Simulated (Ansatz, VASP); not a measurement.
**AlCu3 in VASP and in Ansatz**

```
Al Cu
1.0
     3.68524    0.00000    0.00000
     0.00000    3.68524    0.00000
     0.00000    0.00000    3.68524
Al Cu
1 3
Direct
  0.00000 0.00000 0.00000
  0.50000 0.50000 0.00000
  0.50000 0.00000 0.50000
  0.00000 0.50000 0.50000
```

Alike in both runs: task single point; functional PBEsol; k mesh 12 × 12 × 12; occupations gaussian, width 0.1 eV; no spin polarisation.

```csv
,VASP,Ansatz
version,VASP 6.6.1,Ansatz 0.2.0
potentials or method,"VASP PAW PBE potentials, release 64 (Al, Cu), cutoff 520 eV","scalar-relativistic, plane waves, PAW"
valence electrons in the cell,36,60
```

|  | VASP | Ansatz | Ansatz less VASP |
| --- | --- | --- | --- |
| gap on the k mesh at the Fermi level (eV) | none | none | - |
| pressure (GPa) | -5.4 | -6.0 | -0.63 |

VASP's potentials were made for PBE, not for PBEsol. A gap of «none» marks a metal or a gap that the smearing closes. The functional is the same, so the differences come from potentials, cutoffs and numerics. VASP's potentials hold 36 valence electrons a cell and Ansatz's 60, so a difference there can come from the potentials and not from the codes.
